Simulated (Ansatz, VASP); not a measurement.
## One calculation of Te, two programs

```
Te
1.0
     2.92646    0.00000    0.00000
     0.00000    4.92148    0.00000
     0.00000    0.00000    5.96737
Te
3
Direct
  0.00000 0.00000 0.25585
  0.00000 0.00000 0.74415
  0.00000 0.50000 0.00000
```

Alike in both runs: task relaxation of cell and atoms; functional PBE; k mesh 6 × 4 × 4; occupations gaussian, width 0.1 eV; no spin polarisation.

```csv
,VASP,Ansatz
version,VASP 6.6.1,Ansatz 0.2.0
potentials or method,"VASP PAW PBE potentials, release 64 (Te), cutoff 600 eV","scalar-relativistic, plane waves, PAW"
valence electrons in the cell,18,48
```

```csv
,VASP,Ansatz,Ansatz less VASP
"gap on the k mesh at the Fermi level, each at its own relaxed structure (eV)",none,none,-
relaxed volume (Å³/atom),37.85,37.74,-0.112
relaxed cell length with the largest relative difference (Å),5.532,5.479,-0.0530
```

A gap of «none» marks a metal or a gap that the smearing closes. VASP's potentials hold 18 valence electrons a cell and Ansatz's 48, so a difference there can come from the potentials and not from the codes.

Spin-orbit coupling is off throughout. Noted on VASP's run: the volume moved by over 15 % at a fixed basis, so the end points are rough.
